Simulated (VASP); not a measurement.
## CdF2: single point with PBE

CdF2:

```xyz
3
Lattice="0.0000 2.5648 2.5648 2.5648 0.0000 2.5648 2.5648 2.5648 0.0000" Properties=species:S:1:pos:R:3 pbc="T T T"
Cd    0.0000    0.0000    0.0000
F     3.8471    3.8471    3.8471
F     1.2824    1.2824    1.2824
```

| Quantity | Value |
| --- | --- |
| Program | VASP 6.6.1 |
| Task | single point |
| Functional | PBE |
| Potentials or basis | VASP PAW PBE potentials, release 64 (Cd, F) |
| Cutoff | 520 eV |
| k mesh | 9 × 9 × 9 |
| Occupations | fermi-dirac, width 0.05 eV |
| Spin | no spin polarisation |
| Dipole correction | no |
| Further INCAR settings | ALGO = Normal; EDIFF = 1e-06; NBANDS = 20 |

```
Pressure               : 31.9 GPa
Band gap on the k mesh : 3.63 eV, indirect (least direct gap 3.87 eV)
```

Levels at points of the mesh, in eV from the valence-band top:
```csv
k point,band 11,band 12,band 13,band 14,band 15,band 16
"(0.00, 0.00, 0.00)",-0.24,-0.24,-0.24,3.63,13.38,13.38
```

Wall time 11 s on 1 thread of Intel(R) Xeon(R) 6975P-C (Granite Rapids), with other jobs on the host, peak memory 0.16 GiB.

A k mesh can miss the band edges.
